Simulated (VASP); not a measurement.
# I (Im-3m) in VASP: a series of runs, part 3 of 3

VASP 6.6.1. Earlier steps stand in the parts before.

## Step 6: Single point, r2SCAN

This run uses another cell than the first one, of 40.86 Å³/atom, 1.167 times its volume.

Contents of POSCAR:

```
I
1.0
   -2.1698134728      2.1698134728      2.1698134728
    2.1698134728     -2.1698134728      2.1698134728
    2.1698134728      2.1698134728     -2.1698134728
I
1
Direct
    0.0000000000      0.0000000000      0.0000000000
```

Contents of INCAR.step1:

```
PREC = Accurate
ENCUT = 520
ISMEAR = -1
SIGMA = 0.01
LREAL = F
LASPH = T
NELM = 80
NBANDS = 10
GGA = PE
ALGO = Normal
EDIFF = 1E-4
LWAVE = T
LCHARG = F
```

Contents of INCAR.step2:

```
PREC = Accurate
ENCUT = 520
EDIFF = 1E-7
ISMEAR = -1
SIGMA = 0.01
LREAL = F
LASPH = T
NELM = 80
ALGO = Normal
ISIF = 2
LWAVE = F
LCHARG = F
METAGGA = R2SCAN
LMIXTAU = T
NBANDS = 10
ISTART = 1
```

Contents of KPOINTS:

```
Automatic mesh
0
Gamma
  8 8 8
```

Potentials or basis: VASP PAW PBE potentials, release 64 (I).

Launch:

```bash
cat potpaw_PBE.64/I/POTCAR > POTCAR
cp INCAR.step1 INCAR
mpirun -np 1 vasp_std > vasp.out
cp INCAR.step2 INCAR
mpirun -np 1 vasp_std > vasp.out
```

OUTCAR:

```text
PREC = Accurate
   ENCUT = 520
   EDIFF = 1E-7
   ISMEAR = -1
   LREAL = F
   LASPH = T
   NELM = 80
   ISIF = 2
   METAGGA = R2SCAN
   ISTART = 1

 ion  position               nearest neighbor table
   1  0.000  0.000  0.000-

  LATTYP: Found a body centered cubic cell.
 ALAT       =     4.3396269456

  Lattice vectors:

 A1 = (  -2.1698134728,   2.1698134728,   2.1698134728)
 A2 = (   2.1698134728,  -2.1698134728,   2.1698134728)
 A3 = (   2.1698134728,   2.1698134728,  -2.1698134728)

Analysis of symmetry for initial positions (statically):
=====================================================================
 Subroutine PRICEL returns:
 Original cell was already a primitive cell.

 Routine SETGRP: Setting up the symmetry group for a
 body centered cubic supercell.

 Subroutine GETGRP returns: Found 48 space group operations
 (whereof 48 operations were pure point group operations)
 out of a pool of 48 trial point group operations.

The static configuration has the point symmetry O_h .

Analysis of symmetry for dynamics (positions and initial velocities):
=====================================================================
 Subroutine PRICEL returns:
 Original cell was already a primitive cell.

 Routine SETGRP: Setting up the symmetry group for a
 body centered cubic supercell.

 Subroutine GETGRP returns: Found 48 space group operations
 (whereof 48 operations were pure point group operations)
 out of a pool of 48 trial point group operations.

The dynamic configuration has the point symmetry O_h .

 Subroutine INISYM returns: Found 48 space group operations
 (whereof 48 operations are pure point group operations),
 and found     1 'primitive' translations

----------------------------------------------------------------------------------------

                                     Primitive cell

  volume of cell :      40.8627

  direct lattice vectors                    reciprocal lattice vectors
    -2.169813473  2.169813473  2.169813473     0.000000000  0.230434554  0.230434554
     2.169813473 -2.169813473  2.169813473     0.230434554  0.000000000  0.230434554
     2.169813473  2.169813473 -2.169813473     0.230434554  0.230434554  0.000000000

  length of vectors
     3.758227178  3.758227178  3.758227178     0.325883672  0.325883672  0.325883672

  position of ions in fractional coordinates (direct lattice)
     0.000000000  0.000000000  0.000000000

  ion indices of the primitive-cell ions
   primitive index   ion index
                 1           1

----------------------------------------------------------------------------------------

 KPOINTS: Automatic mesh

Automatic generation of k-mesh.
 Grid dimensions read from file:
 generate k-points for:    8    8    8

 Generating k-lattice:

  Cartesian coordinates                     Fractional coordinates (reciprocal lattice)
     0.000000000  0.028804319  0.028804319     0.125000000  0.000000000  0.000000000
     0.028804319  0.000000000  0.028804319     0.000000000  0.125000000  0.000000000
     0.028804319  0.028804319  0.000000000     0.000000000  0.000000000  0.125000000

  Length of vectors
     0.040735459  0.040735459  0.040735459

  Shift w.r.t. Gamma in fractional coordinates (k-lattice)
     0.000000000  0.000000000  0.000000000

 Subroutine IBZKPT returns following result:
 ===========================================

 Found     29 irreducible k-points:

 Following reciprocal coordinates:
            Coordinates               Weight
  0.000000  0.000000  0.000000      1.000000
  0.125000  0.000000  0.000000     12.000000
  0.250000  0.000000  0.000000     12.000000
  0.375000  0.000000  0.000000     12.000000
  0.500000  0.000000  0.000000      6.000000
  0.125000  0.125000  0.000000     24.000000
[... 16 lines left out ...]
 -0.250000  0.250000  0.250000      6.000000
 -0.375000  0.375000  0.250000     24.000000
 [... further k-points ...]
   k-points           NKPTS =     29   k-points in BZ     NKDIM =     29   number of bands    NBANDS=     10
   number of dos      NEDOS =    301   number of ions     NIONS =      1
   total plane-waves  NPLWV =  21952
   dimension x,y,z NGX =    28 NGY =   28 NGZ =   28
   dimension x,y,z NGXF=    56 NGYF=   56 NGZF=   56
   ions per type =               1
   NGX,Y,Z   is equivalent  to a cutoff of  12.39, 12.39, 12.39 a.u.
   NGXF,Y,Z  is equivalent  to a cutoff of  24.77, 24.77, 24.77 a.u.
 SYSTEM =  unknown system
   PREC   = accura    normal or accurate (medium, high low for compatibility)
   ISTART =      1    job   : 0-new  1-cont  2-samecut
   ICHARG =      0    charge: 1-file 2-atom 10-const
   ISPIN  =      1    spin polarized calculation?
   LNONCOLLINEAR =      F non collinear calculations
   LSORBIT =      F    spin-orbit coupling
   LASPH  =      T    aspherical Exc in radial PAW
   ENCUT  =  520.0 eV  38.22 Ry    6.18 a.u.   6.99  6.99  6.99*2*pi/ulx,y,z
   NELM   =     80;   NELMIN=  2; NELMDL=  0     # of ELM steps
   EDIFF  = 0.1E-06   stopping-criterion for ELM
   LREAL  =      F    real-space projection
   EDIFFG = 0.1E-05   stopping-criterion for IOM
   NSW    =      0    number of steps for IOM
   IBRION =     -1    ionic relax: 0-MD 1-quasi-New 2-CG
   NFREE  =      0    steps in history (QN), initial steepest desc. (CG)
   ISIF   =      2    stress and relaxation
   ISYM   =      2    0-nonsym 1-usesym 2-fastsym
   POTIM  = 0.5000    time-step for ionic-motion
   TEBEG  =    0.0;   TEEND  =   0.0 temperature during run
   PSTRESS=    0.0 pullay stress
   NELECT =       7.0000    total number of electrons
   NUPDOWN=      -1.0000    fix difference up-down
   EMIN   =  10.00;   EMAX   =-10.00  energy-range for DOS
   EFERMI =   0.00;   METHOD = LEGACY
   ISMEAR =    -1;   SIGMA  =   0.01  broadening in eV -4-tet -1-fermi 0-gaus
   EFERMI_NEDOS =   21; number of points for ismear=-14 and -15
   IALGO  =     38    algorithm
   IMIX   =      4    mixing-type and parameters
     AMIX     =   0.40;   BMIX     =  1.00
     AMIX_MAG =   1.60;   BMIX_MAG =  1.00
  volume/ion in A,a.u.               =      40.86       275.76
  Fermi-wavevector in a.u.,A,eV,Ry     =   0.909212  1.718161 11.247478  0.826666
  Thomas-Fermi vector in A             =   2.033230
   LORBIT       =      0    0 simple, 1 ext, 2 COOP (PROOUT), +10 PAW based schemes
   METAGGA = R2SCAN    functional components
   LHFCALC =     F    Hartree Fock is set to
   AEXX    =    0.0000 exact exchange contribution
   IVDW    =     0    specifies the selected vdW correction
   LEPSILON=     F    determine dielectric tensor
   LRPA    =     F    only Hartree local field effects (RPA)
 non-spin polarized calculation
  energy-cutoff  :      520.00
  volume of cell :       40.86
 maximum number of plane-waves:      1144
   NGX = 13   NGY = 13   NGZ = 13

 number of electron       7.0000001 magnetization

 Free energy of the ion-electron system (eV)
  ---------------------------------------------------
  ext. energy  EPLUGINS =         0.00000000
  ---------------------------------------------------
  free energy    TOTEN  =       -24.00446234 eV

  energy without entropy =      -24.00332556  energy(sigma->0) =      -24.00389395

 E-fermi :   2.4848     XC(G=0):  -8.7721

 val. band max:        2.4664667954   @ k =   0.3750   0.2500   0.0000
 cond. band min:       2.4906382662   @ k =  -0.2500   0.2500   0.1250
 fundamental gap:      0.0241714708
 Fermi energy:         2.4848454508

 k-point     1 :       0.0000    0.0000    0.0000
  band No.  band energies     occupation
      1     -10.5739      2.00000
      2       3.1501      0.00000
      3       3.1501      0.00000
      4       3.1501      0.00000
      5       9.7672      0.00000
      6      12.8991      0.00000
      7      12.8991      0.00000
      8      12.8991      0.00000
      9      15.0208      0.00000
     10      15.0208      0.00000

 k-point     2 :       0.1250    0.0000    0.0000
  band No.  band energies     occupation
      1     -10.4399      2.00000
      2       2.3047      2.00000
      3       2.9121      0.00000
      4       3.1196      0.00000
      5      10.4684      0.00000
      6      12.2877      0.00000
      7      12.5588      0.00000
      8      13.5924      0.00000
      9      14.2887      0.00000
     10      14.6280      0.00000
[... 274 lines left out ...]
 k-point    24 :      -0.3750    0.3750    0.2500
  band No.  band energies     occupation
      1      -9.3038      2.00000
      2      -0.1472      2.00000
      3       1.1487      2.00000
      4       1.4343      2.00000
      5       9.4572      0.00000
      6      11.4379      0.00000
      7      13.4213      0.00000
      8      13.8934      0.00000
      9      16.9417      0.00000
     10      17.5767      0.00000

 [... further k-points ...]
[... 5 lines left out ...]
  --------------------------------------------------------------------------------------
  -------------------------------------------------------------------------------------
  Total       -0.5780037     -0.5780037     -0.5780037      0.0000000      0.0000000     -0.0000000
  in kB      -22.6628216    -22.6628216    -22.6628216      0.0000000      0.0000000     -0.0000000
  external PRESSURE =     -22.6628216 kB  Pullay stress =       0.0000000 kB

 VOLUME and BASIS-vectors are now :
 -----------------------------------------------------------------------------
  energy-cutoff  :      520.00
  volume of cell :       40.86
      direct lattice vectors                 reciprocal lattice vectors
    -2.169813473  2.169813473  2.169813473     0.000000000  0.230434554  0.230434554
     2.169813473 -2.169813473  2.169813473     0.230434554  0.000000000  0.230434554
     2.169813473  2.169813473 -2.169813473     0.230434554  0.230434554  0.000000000

 POSITION                                       TOTAL-FORCE (eV/Angst)
 -----------------------------------------------------------------------------------
      0.00000      0.00000      0.00000        -0.000000      0.000000     -0.000000
 -----------------------------------------------------------------------------------
    total drift:                                0.000000      0.000000      0.000000

  FREE ENERGIE OF THE ION-ELECTRON SYSTEM (eV)
  ---------------------------------------------------
  free  energy   TOTEN  =       -24.0044623381 eV

  energy  without entropy=      -24.0033255649  energy(sigma->0) =      -24.00389395
```

OSZICAR.step1:

```text
N       E                     dE             d eps       ncg     rms          rms(c)
DAV:   1     0.201275986257E+02    0.20128E+02   -0.25080E+03   588   0.499E+02
DAV:   2    -0.170801537941E+00   -0.20298E+02   -0.19869E+02   738   0.811E+01
DAV:   3    -0.100006606427E+01   -0.82926E+00   -0.81731E+00   730   0.167E+01
DAV:   4    -0.100693060414E+01   -0.68645E-02   -0.68639E-02   738   0.187E+00
DAV:   5    -0.100702276261E+01   -0.92158E-04   -0.92157E-04   694   0.199E-01    0.253E+00
DAV:   6    -0.100646938861E+01    0.55337E-03   -0.24982E-03   660   0.235E-01    0.155E+00
DAV:   7    -0.100698824242E+01   -0.51885E-03   -0.44960E-03   650   0.324E-01    0.132E-01
DAV:   8    -0.100698923685E+01   -0.99443E-06   -0.24086E-04   654   0.722E-02
   1 F= -.10069892E+01 E0= -.10064005E+01  d E =-.117748E-02
```

Run time: 30 s. Hardware: 1 thread of Intel Xeon Platinum 8488C (Sapphire Rapids), shared host; peak memory 0.15 GiB.

Results:

```
Free energy : -24.0045 eV
Pressure    : -2.3 GPa
```

Caveat: the PAW data sets were made with another functional, which shifts forces and pressure a little; spin-orbit coupling is left out, which moves the levels of the heavy elements; an odd number of electrons without spin polarisation forces a metal; a magnetic or distorted state may lie lower.

## Step 7: The runs side by side

| cell | gap on the mesh (eV) | pressure (GPa) |
| --- | --- | --- |
| a = 3.570 Å, angles 109.5°, 1 atom | none | 0.9 |
| a = 3.619 Å, angles 109.5°, 1 atom | none | -0.2 |
| a = 3.667 Å, angles 109.5°, 1 atom | none | -1.1 |
| a = 3.713 Å, angles 109.5°, 1 atom | none | -1.8 |
| a = 3.758 Å, angles 109.5°, 1 atom | none | -2.3 |

Alike in all rows: task single point; level r2SCAN; potentials or basis VASP PAW PBE potentials, release 64 (I); no spin polarisation; k mesh 8 × 8 × 8; cutoff (eV) 520; smearing fermi-dirac 0.01 eV.

Caveats: the PAW data sets were made with another functional, which shifts forces and pressure a little; spin-orbit coupling is left out, which moves the levels of the heavy elements; an odd number of electrons without spin polarisation forces a metal; a magnetic or distorted state may lie lower.

Total energies depend on the potentials used, so only differences within one code and one set of settings carry meaning.
